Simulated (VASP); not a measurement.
# PbSe (I4/mmm) in VASP: a series of runs

The runs below take PbSe through single point, with PBE.

Program: VASP 6.6.1. These are calculated values, not measurements. Logs are shortened: lines on timing, memory, paths and dates and some standing lists are left out, and cuts for length are marked.

### 1 The cell of the first run

It takes space group I4/mmm (No. 139, tetragonal). The conventional cell has a = 4.467 Å, b = 4.467 Å, c = 6.177 Å, α = 90.00°, β = 90.00°, γ = 90.00°. Within 4.1 Å of Pb (site symmetry 4/mmm) lie 6 Se at 3.09 to 3.16 Å. Se (site symmetry 4/mmm) has 6 Pb at 3.09 to 3.16 Å within 4.1 Å.

### 2 Single point, PBE (biaxial xy strain +2.3%)

INCAR

```
PREC = Accurate
ENCUT = 520
EDIFF = 1E-7
ISMEAR = -1
SIGMA = 0.02
LREAL = F
LASPH = T
NELM = 60
ALGO = Normal
ISIF = 2
LWAVE = F
LCHARG = F
GGA = PE
NBANDS = 17
```

KPOINTS

```
Automatic mesh
0
Gamma
  8 8 8
```

POSCAR

```
PbSe
1.0
    0.0000000000      3.1588157606      3.0887022202
    3.1588157606      0.0000000000      3.0887022202
    3.1588157606      3.1588157606      0.0000000000
Pb Se
1 1
Direct
    0.0000000000      0.0000000000      0.0000000000
    0.5000000000      0.5000000000      0.5000000000
```

Potentials or basis: VASP PAW PBE potentials, release 64 (Pb_d, Se).

On the command line:

```sh
cat potpaw_PBE.64/Pb_d/POTCAR potpaw_PBE.64/Se/POTCAR > POTCAR
mpirun -np 1 vasp_std > vasp.out
```

OUTCAR:

```text
PREC = Accurate
   ENCUT = 520
   EDIFF = 1E-7
   ISMEAR = -1
   LREAL = F
   LASPH = T
   NELM = 60
   ISIF = 2
   GGA = PE

 ion  position               nearest neighbor table
   1  0.000  0.000  0.000-   2 3.09   2 3.09   2 3.16   2 3.16   2 3.16   2 3.16
   2  0.500  0.500  0.500-   1 3.09   1 3.09   1 3.16   1 3.16   1 3.16   1 3.16

  LATTYP: Found a body centered tetragonal cell.
 ALAT       =     4.4672400897
 C/A-ratio  =     1.3828234696

  Lattice vectors:

 A1 = (   0.0000000000,  -3.1588157606,  -3.0887022202)
 A2 = (   0.0000000000,   3.1588157606,  -3.0887022202)
 A3 = (   3.1588157606,   0.0000000000,   3.0887022202)

Analysis of symmetry for initial positions (statically):
=====================================================================
 Subroutine PRICEL returns:
 Original cell was already a primitive cell.

 Routine SETGRP: Setting up the symmetry group for a
 body centered tetragonal supercell.

 Subroutine GETGRP returns: Found 16 space group operations
 (whereof 16 operations were pure point group operations)
 out of a pool of 16 trial point group operations.

The static configuration has the point symmetry D_4h.

Analysis of symmetry for dynamics (positions and initial velocities):
=====================================================================
 Subroutine PRICEL returns:
 Original cell was already a primitive cell.

 Routine SETGRP: Setting up the symmetry group for a
 body centered tetragonal supercell.

 Subroutine GETGRP returns: Found 16 space group operations
 (whereof 16 operations were pure point group operations)
 out of a pool of 16 trial point group operations.

The dynamic configuration has the point symmetry D_4h.

 Subroutine INISYM returns: Found 16 space group operations
 (whereof 16 operations are pure point group operations),
 and found     1 'primitive' translations

----------------------------------------------------------------------------------------

                                     Primitive cell

  volume of cell :      61.6389

  direct lattice vectors                    reciprocal lattice vectors
     0.000000000  3.158815761  3.088702220    -0.158287168  0.158287168  0.161880286
     3.158815761  0.000000000  3.088702220     0.158287168 -0.158287168  0.161880286
     3.158815761  3.158815761  0.000000000     0.158287168  0.158287168 -0.161880286

  length of vectors
     4.417940517  4.417940517  4.467240090     0.276251483  0.276251483  0.276251483

  position of ions in fractional coordinates (direct lattice)
     0.000000000  0.000000000  0.000000000
     0.500000000  0.500000000  0.500000000

  ion indices of the primitive-cell ions
   primitive index   ion index
                 1           1
                 2           2

----------------------------------------------------------------------------------------

 KPOINTS: Automatic mesh

Automatic generation of k-mesh.
 Grid dimensions read from file:
 generate k-points for:    8    8    8

 Generating k-lattice:

  Cartesian coordinates                     Fractional coordinates (reciprocal lattice)
    -0.019785896  0.019785896  0.020235036     0.125000000 -0.000000000  0.000000000
     0.019785896 -0.019785896  0.020235036    -0.000000000  0.125000000  0.000000000
     0.019785896  0.019785896 -0.020235036     0.000000000  0.000000000  0.125000000

  Length of vectors
     0.034531435  0.034531435  0.034531435

  Shift w.r.t. Gamma in fractional coordinates (k-lattice)
     0.000000000  0.000000000  0.000000000

 Subroutine IBZKPT returns following result:
 ===========================================

 Found     59 irreducible k-points:

 Following reciprocal coordinates:
            Coordinates               Weight
  0.000000  0.000000  0.000000      1.000000
  0.125000 -0.000000  0.000000      8.000000
  0.250000 -0.000000  0.000000      8.000000
  0.375000 -0.000000  0.000000      8.000000
  0.500000 -0.000000  0.000000      4.000000
  0.125000  0.125000  0.000000      2.000000
[... 16 lines left out ...]
  0.250000 -0.000000  0.125000     16.000000
  0.375000 -0.000000  0.125000     16.000000
 [... further k-points ...]
   k-points           NKPTS =     59   k-points in BZ     NKDIM =     59   number of bands    NBANDS=     17
   number of dos      NEDOS =    301   number of ions     NIONS =      2
   total plane-waves  NPLWV =  46656
   dimension x,y,z NGX =    36 NGY =   36 NGZ =   36
   dimension x,y,z NGXF=    72 NGYF=   72 NGZF=   72
   ions per type =               1   1
   NGX,Y,Z   is equivalent  to a cutoff of  13.55, 13.55, 13.40 a.u.
   NGXF,Y,Z  is equivalent  to a cutoff of  27.09, 27.09, 26.79 a.u.
 SYSTEM =  unknown system
   PREC   = accura    normal or accurate (medium, high low for compatibility)
   ISTART =      0    job   : 0-new  1-cont  2-samecut
   ICHARG =      2    charge: 1-file 2-atom 10-const
   ISPIN  =      1    spin polarized calculation?
   LNONCOLLINEAR =      F non collinear calculations
   LSORBIT =      F    spin-orbit coupling
   LASPH  =      T    aspherical Exc in radial PAW
   ENCUT  =  520.0 eV  38.22 Ry    6.18 a.u.   8.21  8.21  8.31*2*pi/ulx,y,z
   NELM   =     60;   NELMIN=  2; NELMDL= -5     # of ELM steps
   EDIFF  = 0.1E-06   stopping-criterion for ELM
   LREAL  =      F    real-space projection
   EDIFFG = 0.1E-05   stopping-criterion for IOM
   NSW    =      0    number of steps for IOM
   IBRION =     -1    ionic relax: 0-MD 1-quasi-New 2-CG
   NFREE  =      0    steps in history (QN), initial steepest desc. (CG)
   ISIF   =      2    stress and relaxation
   ISYM   =      2    0-nonsym 1-usesym 2-fastsym
   POTIM  = 0.5000    time-step for ionic-motion
   TEBEG  =    0.0;   TEEND  =   0.0 temperature during run
   PSTRESS=    0.0 pullay stress
   NELECT =      20.0000    total number of electrons
   NUPDOWN=      -1.0000    fix difference up-down
   EMIN   =  10.00;   EMAX   =-10.00  energy-range for DOS
   EFERMI =   0.00;   METHOD = LEGACY
   ISMEAR =    -1;   SIGMA  =   0.02  broadening in eV -4-tet -1-fermi 0-gaus
   EFERMI_NEDOS =   21; number of points for ismear=-14 and -15
   IALGO  =     38    algorithm
   IMIX   =      4    mixing-type and parameters
     AMIX     =   0.40;   BMIX     =  1.00
     AMIX_MAG =   1.60;   BMIX_MAG =  1.00
  volume/ion in A,a.u.               =      30.82       207.98
  Fermi-wavevector in a.u.,A,eV,Ry     =   1.124950  2.125848 17.218348  1.265513
  Thomas-Fermi vector in A             =   2.261625
   LORBIT       =      0    0 simple, 1 ext, 2 COOP (PROOUT), +10 PAW based schemes
   GGA     = PE    functional components
   LHFCALC =     F    Hartree Fock is set to
   AEXX    =    0.0000 exact exchange contribution
   IVDW    =     0    specifies the selected vdW correction
   LEPSILON=     F    determine dielectric tensor
   LRPA    =     F    only Hartree local field effects (RPA)
 non-spin polarized calculation
  energy-cutoff  :      520.00
  volume of cell :       61.64
 maximum number of plane-waves:      1679
 NGX is ok and might be reduce to    36
   NGX = 17   NGY = 17   NGZ = 17

 number of electron      20.0000000 magnetization

 Free energy of the ion-electron system (eV)
  ---------------------------------------------------
  ext. energy  EPLUGINS =         0.00000000
  ---------------------------------------------------
  free energy    TOTEN  =        -8.18739703 eV

  energy without entropy =       -8.18739700  energy(sigma->0) =       -8.18739701

 E-fermi :   4.4173     XC(G=0):  -9.1999

 val. band max:        4.1694154884   @ k =   0.5000  -0.0000   0.0000
 cond. band min:       4.6652897475   @ k =   0.5000  -0.0000   0.0000
 fundamental gap:      0.4958742591
 Fermi energy:         4.4173489385

 k-point     1 :       0.0000    0.0000    0.0000
  band No.  band energies     occupation
      1     -12.5350      2.00000
      2     -12.5297      2.00000
      3     -12.5267      2.00000
      4     -12.5267      2.00000
      5     -12.5158      2.00000
      6      -8.8057      2.00000
[... 9 lines left out ...]
     16      10.9631      0.00000
     17      12.1130      0.00000

 k-point     2 :       0.1250   -0.0000    0.0000
  band No.  band energies     occupation
      1     -12.5338      2.00000
      2     -12.5316      2.00000
      3     -12.5254      2.00000
      4     -12.5232      2.00000
      5     -12.5171      2.00000
      6      -8.7024      2.00000
[... 9 lines left out ...]
     16      11.2266      0.00000
     17      13.1498      0.00000

 k-point     3 :       0.2500   -0.0000    0.0000
  band No.  band energies     occupation
      1     -12.5371      2.00000
      2     -12.5330      2.00000
      3     -12.5259      2.00000
      4     -12.5144      2.00000
      5     -12.5140      2.00000
      6      -8.4219      2.00000
[... 9 lines left out ...]
     16      12.0268      0.00000
     17      14.9593      0.00000

 k-point     4 :       0.3750   -0.0000    0.0000
  band No.  band energies     occupation
      1     -12.5427      2.00000
      2     -12.5361      2.00000
      3     -12.5267      2.00000
      4     -12.5077      2.00000
      5     -12.5047      2.00000
      6      -8.0763      2.00000
[... 9 lines left out ...]
     16      13.2928      0.00000
     17      15.3450      0.00000
[... 343 lines left out ...]
      1     -12.5348      2.00000
      2     -12.5309      2.00000
      3     -12.5285      2.00000
      4     -12.5216      2.00000
      5     -12.5159      2.00000
      6      -8.6701      2.00000
[... 9 lines left out ...]
     16      11.8223      0.00000
     17      12.6939      0.00000

 k-point    23 :       0.2500   -0.0000    0.1250
  band No.  band energies     occupation
      1     -12.5426      2.00000
      2     -12.5293      2.00000
      3     -12.5264      2.00000
      4     -12.5187      2.00000
      5     -12.5119      2.00000
      6      -8.4493      2.00000
[... 9 lines left out ...]
     16      12.6249      0.00000
     17      13.8914      0.00000

 k-point    24 :       0.3750   -0.0000    0.1250
  band No.  band energies     occupation
      1     -12.5495      2.00000
      2     -12.5303      2.00000
      3     -12.5254      2.00000
      4     -12.5146      2.00000
      5     -12.5045      2.00000
      6      -8.1204      2.00000
[... 9 lines left out ...]
     16      13.7798      0.00000
     17      15.2192      0.00000

 [... further k-points ...]
[... 5 lines left out ...]
  --------------------------------------------------------------------------------------
  -------------------------------------------------------------------------------------
  Total       -0.6893555     -0.6893555      0.1331321      0.0000000     -0.0000000      0.0000000
  in kB      -17.9183976    -17.9183976      3.4604986      0.0000000     -0.0000000      0.0000000
  external PRESSURE =     -10.7920989 kB  Pullay stress =       0.0000000 kB

 VOLUME and BASIS-vectors are now :
 -----------------------------------------------------------------------------
  energy-cutoff  :      520.00
  volume of cell :       61.64
      direct lattice vectors                 reciprocal lattice vectors
     0.000000000  3.158815761  3.088702220    -0.158287168  0.158287168  0.161880286
     3.158815761  0.000000000  3.088702220     0.158287168 -0.158287168  0.161880286
     3.158815761  3.158815761  0.000000000     0.158287168  0.158287168 -0.161880286

 POSITION                                       TOTAL-FORCE (eV/Angst)
 -----------------------------------------------------------------------------------
      0.00000      0.00000      0.00000        -0.000000      0.000000      0.000000
      3.15882      3.15882      3.08870         0.000000     -0.000000     -0.000000
 -----------------------------------------------------------------------------------
    total drift:                                0.000000      0.000000      0.000000

  FREE ENERGIE OF THE ION-ELECTRON SYSTEM (eV)
  ---------------------------------------------------
  free  energy   TOTEN  =        -8.1873970323 eV

  energy  without entropy=       -8.1873969977  energy(sigma->0) =       -8.18739701
```

Wall time 73 s (1 thread of Intel Xeon 8259CL, shared host); peak memory 0.24 GiB.

Results:

| Property | Result |
| --- | --- |
| Free energy | -8.1874 eV |
| Pressure | -1.1 GPa |
| Band gap on the k mesh | 0.50 eV |

Stress tensor (GPa, compression positive):
```
-1.79  0.00  0.00
 0.00 -1.79  0.00
 0.00  0.00  0.35
```

Caveat: the cell differs from its parent crystal (biaxial xy strain +2.3%); spin-orbit coupling is left out, which moves the levels of the heavy elements.

### 3 Single point, PBE (uniaxial x strain +5.4%)

INCAR

```
  PREC = Accurate
  ENCUT = 520
  EDIFF = 1E-7
  ISMEAR = -1
  SIGMA = 0.02
  LREAL = F
  LASPH = T
  NELM = 100
  ALGO = Normal
  ISIF = 2
  LWAVE = F
  LCHARG = F
  GGA = PE
  NBANDS = 17
```

KPOINTS

```
regular mesh
0
Gamma
  8 8 8
```

POSCAR

```
PbSe
1.0
    0.0000000000      3.0887022202      3.0887022202
    3.2564187507      0.0000000000      3.0887022202
    3.2564187507      3.0887022202      0.0000000000
Pb Se
1 1
Direct
    0.0000000000      0.0000000000      0.0000000000
    0.5000000000      0.5000000000      0.5000000000
```

Potentials or basis: VASP PAW PBE potentials, release 64 (Pb_d, Se).

On the command line:

```sh
cat potpaw_PBE.64/Pb_d/POTCAR potpaw_PBE.64/Se/POTCAR > POTCAR
mpirun -np 1 vasp_std > vasp.out
```

It took 76 s on 1 thread of Intel Xeon 8259CL, shared host; peak memory 0.23 GiB.

It converged, with:

| Quantity | Value |
| --- | --- |
| Free energy | -8.1602 eV |
| Pressure | -1.1 GPa |
| Band gap on the k mesh | 0.47 eV |

Stress tensor (GPa, compression positive):
```
-3.91  0.00  0.00
 0.00  0.24  0.00
 0.00  0.00  0.24
```

Levels at points of the mesh, in eV from the valence-band top:
```
           k point  band 7  band 8  band 9  band 10  band 11  band 12  band 13  band 14
(0.00, 0.00, 0.00)   -6.41   -1.67   -1.67    -1.26     3.85     4.91     4.91     6.49
(0.50, 0.00, 0.00)   -8.40   -1.24   -1.12     0.00     0.47     1.75     1.98     8.44
(0.50, 0.50, 0.00)   -7.32   -4.38   -3.04    -2.52     3.97     4.69     5.79     5.93
(0.00, 0.50, 0.50)   -7.11   -4.27   -2.70    -2.70     4.15     5.29     5.50     5.50
```

Caveat: the cell differs from its parent crystal (uniaxial x strain +5.4%); spin-orbit coupling is left out, which moves the levels of the heavy elements. A k mesh can miss the band edges.
